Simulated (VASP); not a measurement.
Wanted: the native input for a VASP 6.6.1 run.

| Property | Result |
| --- | --- |
| Task | single point |
| Functional | PBEsol |
| Dispersion | D3(BJ) |
| Potentials or basis | VASP PAW PBE potentials, release 64 (Si, C) |
| Cutoff | 520 eV |
| k mesh | 10 × 10 × 10 |
| Occupations | gaussian, width 0.05 eV |
| Spin | no spin polarisation |
| Dipole correction | no |
| Further INCAR settings | ALGO = Normal; EDIFF = 1e-07; NBANDS = 11 |

The structure of SiC lies in POSCAR:

```
SiC
1.0
    0.0000000000      2.1739983056      2.1739983056
    2.1739983056      0.0000000000      2.1739983056
    2.1739983056      2.1739983056      0.0000000000
Si C
1 1
Direct
    0.0000000000      0.0000000000      0.0000000000
    0.7500000000      0.7500000000      0.7500000000
```

One way to write it, as run:

INCAR

```
SYSTEM = SiC
PREC = Accurate
ENCUT = 520
EDIFF = 1E-7
ISMEAR = 0
SIGMA = 0.05
LREAL = .FALSE.
LASPH = .TRUE.
NELM = 60
ALGO = Normal
ISIF = 2
LWAVE = .FALSE.
LCHARG = .FALSE.
GGA = PS
IVDW = 12
NBANDS = 11
```

KPOINTS

```
Automatic mesh
0
G
  10 10 10
  0 0 0
```

Potentials or basis: VASP PAW PBE potentials, release 64 (Si, C).

Launch:

```bash
$ cat potpaw_PBE.64/Si/POTCAR potpaw_PBE.64/C/POTCAR > POTCAR
$ mpirun -np 1 vasp_std > vasp.out
```

It gave:

| Quantity | Value |
| --- | --- |
| Pressure | -2.1 GPa |
| Band gap on the k mesh | 1.23 eV, indirect (least direct gap 4.45 eV) |
| Dispersion energy per atom | -0.243 eV |

Caveat: the PAW data sets were made with another functional, which shifts forces and pressure a little.

It took 20 s on 1 thread of AMD EPYC 7R13, with other jobs on the host, peak memory 0.12 GiB.
